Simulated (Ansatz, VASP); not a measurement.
Cu in VASP and in Ansatz

```xyz
1
Lattice="-1.4428 1.5871 1.3761 1.4428 -1.5871 1.3761 1.4428 1.5871 -1.3761" Properties=species:S:1:pos:R:3 pbc="T T T"
Cu    0.0000    0.0000    0.0000
```

Change from the starting cell: strain +0.1000 x Voigt [0, 1, 0, 0, 0, 0], atoms carried along.

Alike in both runs: task single point; functional r2SCAN; k mesh 24 × 24 × 24; occupations gaussian, width 0.15 eV; no spin polarisation.

|  | VASP | Ansatz |
| --- | --- | --- |
| version | VASP 6.6.1 | Ansatz 0.2.0 |
| potentials or method | VASP PAW PBE potentials, release 64 (Cu), cutoff 520 eV | scalar-relativistic, plane waves, PAW |
| valence electrons in the cell | 11 | 19 |

```csv
,VASP,Ansatz,Ansatz less VASP
gap on the k mesh at the Fermi level (eV),none,none,-
pressure (GPa),-11.2,-11.8,-0.56
"traceless stress, the component that is largest in VASP (GPa)",1.17,1.20,+0.026
```

VASP's potentials were made for PBE, not for r2SCAN. A gap of «none» marks a metal or a gap that the smearing closes. VASP's potentials hold 11 valence electrons a cell and Ansatz's 19, so a difference there can come from the potentials and not from the codes.
